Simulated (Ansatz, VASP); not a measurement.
Co: VASP beside Ansatz

```
Co
1.0
    -1.36228    1.36228    1.36228
     1.36228   -1.36228    1.36228
     1.36228    1.36228   -1.36228
Co
1
Direct
  0.00000 0.00000 0.00000
```

Alike in both runs: task relaxation of cell and atoms; functional PBEsol; k mesh 28 × 28 × 28; occupations gaussian, width 0.1 eV; no spin polarisation.

```csv
,VASP,Ansatz
version,VASP 6.6.1,Ansatz 0.2.0
potentials or method,"VASP PAW PBE potentials, release 64 (Co), cutoff 600 eV","scalar-relativistic, plane waves, PAW"
valence electrons in the cell,9,17
```

Ansatz gave:

| Item | Value |
| --- | --- |
| gap on the k mesh at the Fermi level, each at its own relaxed structure (eV) | none |
| relaxed volume (Å³/atom) | 10.10 |
| relaxed cell length with the largest relative difference (Å) | 2.358 |

Task: What did VASP give for the same quantities?

Result: gap on the k mesh at the Fermi level, each at its own relaxed structure (eV): none; relaxed volume (Å³/atom): 10.06; relaxed cell length with the largest relative difference (Å): 2.355.

VASP's potentials were made for PBE, not for PBEsol. A gap of «none» marks a metal or a gap that the smearing closes. VASP's potentials hold 9 valence electrons a cell and Ansatz's 17, so a difference there can come from the potentials and not from the codes.
